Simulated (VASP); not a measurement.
A run of VASP 6.6.1 is set up as follows.

The input INCAR:

```
SYSTEM = Se
PREC = Accurate
ENCUT = 520
EDIFF = 1E-7
ISMEAR = 0
SIGMA = 0.1
LREAL = .FALSE.
LASPH = .TRUE.
NELM = 80
ALGO = Normal
ISIF = 2
LWAVE = .FALSE.
LCHARG = .FALSE.
GGA = PE
NBANDS = 16
```

File KPOINTS:

```
regular mesh
0
G
  6 6 6
  0 0 0
```

The input POSCAR:

```
Se
1.0
    4.6198272112      0.0000000000      0.0000000000
   -2.3099136056      4.0008877260      0.0000000000
    0.0000000000      0.0000000000      3.4998392556
Se
3
Direct
    0.3333333333      0.6666666667      0.5000000000
    0.0000000000      0.0000000000      0.0000000000
    0.6666666667      0.3333333333      0.5000000000
```

Potentials or basis: VASP PAW PBE potentials, release 64 (Se).

Run with:

```bash
$ cat potpaw_PBE.64/Se/POTCAR > POTCAR
$ mpirun -np 1 vasp_std > vasp.out
```

Q: What does it give for the pressure?

A: 0.0 GPa.

Q: What does it give for the band gap on the k mesh?

A: Zero (band 9 reaches 6.23 eV, above the bottom of band 10 at 3.57 eV).

Stress tensor (GPa, compression positive):
```
 0.09  0.00  0.00
 0.00  0.09  0.00
 0.00  0.00 -0.06
```
